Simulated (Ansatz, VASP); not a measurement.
## Cd in VASP and in Ansatz

File INCAR:

```
  PREC = Accurate
  ENCUT = 520
  EDIFF = 1E-8
  ISMEAR = -1
  SIGMA = 0.05
  LREAL = F
  LASPH = T
  NELM = 60
  ALGO = Normal
  ISIF = 2
  LWAVE = F
  LCHARG = F
  GGA = PS
  LEFG = T
  NBANDS = 19
```

KPOINTS

```
Automatic mesh
0
Gamma
  14 14 7
```

File POSCAR:

```
Cd
1.0
    2.9788725081      0.0000000000      0.0000000000
   -1.4894362540      2.5797792666      0.0000000000
    0.0000000000      0.0000000000      5.6176500000
Cd
2
Direct
    0.3333333333      0.6666666667      0.2500000000
    0.6666666667      0.3333333333      0.7500000000
```

Input for Ansatz:

```yaml
crystal:
  lattice:
    - [2.9788725081, 0.0, 0.0]
    - [-1.489436254, 2.5797792666, 0.0]
    - [0.0, 0.0, 5.61765]
  atoms:
    - { symbol: Cd, position: [0.3333333333, 0.6666666667, 0.25] }
    - { symbol: Cd, position: [0.6666666667, 0.3333333333, 0.75] }
kpoints:
  mp_grid: { grid: [14, 14, 7] }
  band_path:
    path:
      - [0.0, 0.0, 0.0]
      - [0.5, 0.0, 0.0]
      - [0.3333333333, 0.3333333333, 0.0]
      - [0.0, 0.0, 0.0]
      - [0.0, 0.0, 0.5]
      - [0.5, 0.0, 0.5]
      - [0.3333333333, 0.3333333333, 0.5]
      - [0.0, 0.0, 0.5]
      - [0.5, 0.0, 0.5]
    npoints: 14
scf:
  occupations: { method: fermi_dirac, width: 0.05 }
hamiltonian:
  xc: pbesol
  pseudopotentials: { kind: paw }
output:
  forces: true
  stress: true
  eigenvalues: true
  efg: { contact_densities: true }
  populations: true
  bader: true
  dos: { projected: true, de: 0.2, e_range: [-14, 8] }
  write_density: true
  write_potential: true
  elf: true
  volumetric_format: npy
```

Alike in both runs: task electric field gradients; functional PBEsol; k mesh 14 × 14 × 7; occupations fermi-dirac, width 0.05 eV; no spin polarisation.

|  | VASP | Ansatz |
| --- | --- | --- |
| version | VASP 6.6.1 | Ansatz 0.2.0 |
| potentials or method | VASP PAW PBE potentials, release 64 (Cd) | PAW with Ansatz's default frozen-core files, scalar-relativistic |
| plane-wave cutoff (eV) | 520 | 420 |
| valence electrons in the cell | 24 | 40 |

```csv
,VASP,Ansatz,Ansatz less VASP
pressure (GPa),-1.1,-1.4,-0.34
"traceless stress, the component that is largest in VASP (GPa)",-0.33,-0.17,+0.153
size of Vzz on the site where it differs most (V/Å²),81.8,75.0,-6.72
```

VASP's potentials were made for PBE, not for PBEsol. With one functional, cell and mesh, what is left measures potentials, basis and numerics. VASP's potentials hold 24 valence electrons a cell and Ansatz's 40, so a difference there can come from the potentials and not from the codes.
